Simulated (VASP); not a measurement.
Set up this calculation in VASP 6.6.1, as the native input.

```yaml
Task: relaxation of cell and atoms
Functional: PBE
Potentials_or_basis: VASP PAW PBE potentials, release 64 (Re, Pb_d)
Cutoff: 600 eV
k_mesh: 16 × 16 × 16
Occupations: gaussian, width 0.1 eV
Spin: no spin polarisation
Dipole_correction: no
Further_INCAR_settings: ALGO = Fast; EDIFF = 1e-07; IBRION = 2; EDIFFG = -0.01; NSW = 100; ISIF = 3
```

The structure of RePb lies in POSCAR:

```
RePb
1.0
    3.3736869194      0.0000000000      0.0000000000
    0.0000000000      3.3736869194      0.0000000000
    0.0000000000      0.0000000000      3.3736869194
Re Pb
1 1
Direct
    0.0000000000      0.0000000000      0.0000000000
    0.5000000000      0.5000000000      0.5000000000
```

These files were run (other wordings do the same):

INCAR

```
SYSTEM = RePb
ALGO     = Fast           ! electronic algorithm
EDIFF    = 1E-7           ! SCF threshold, eV
EDIFFG   = -0.01          ! ionic threshold
ENCUT    = 600            ! plane-wave cutoff, eV
GGA      = PE             ! functional
IBRION   = 2              ! ionic algorithm
ISIF     = 3              ! what is computed and relaxed
ISMEAR   = 0              ! smearing method
LASPH    = .TRUE.         ! aspherical terms in the spheres
LCHARG   = .FALSE.        ! write CHGCAR
LREAL    = .FALSE.        ! projectors in reciprocal space
LWAVE    = .FALSE.        ! write WAVECAR
NELM     = 80             ! most SCF steps
NSW      = 100            ! ionic steps
PREC     = Accurate       ! precision mode
SIGMA    = 0.1            ! smearing width, eV
```

KPOINTS

```
k-points
0
G
  16 16 16
  0 0 0
```

Potentials or basis: VASP PAW PBE potentials, release 64 (Re, Pb_d).

Run with:

```console
$ cat potpaw_PBE.64/Re/POTCAR potpaw_PBE.64/Pb_d/POTCAR > POTCAR
$ mpirun -np 1 vasp_std > vasp.out
```

It gave:

* Relaxed volume: 19.18 Å³/atom
* Relaxed cell: a = 3.373 Å, b = 3.373 Å, c = 3.373 Å, α = 90.00°, β = 90.00°, γ = 90.00°
* Space group after relaxing (to 0.1 Å): Pm-3m (No. 221)
* Energy gained by relaxing: 0.0 meV/atom
* Ionic steps: 3
* Pressure after relaxing: 0.0 GPa
* Band gap on the k mesh: zero (an odd number of electrons rules out a gap without spin polarisation)

Caveat: spin-orbit coupling is left out, which moves the levels of the heavy elements.

Run time: 2.5 min on 1 thread of Intel(R) Xeon(R) 6975P-C (Granite Rapids), on a shared host, peak memory 0.27 GiB.
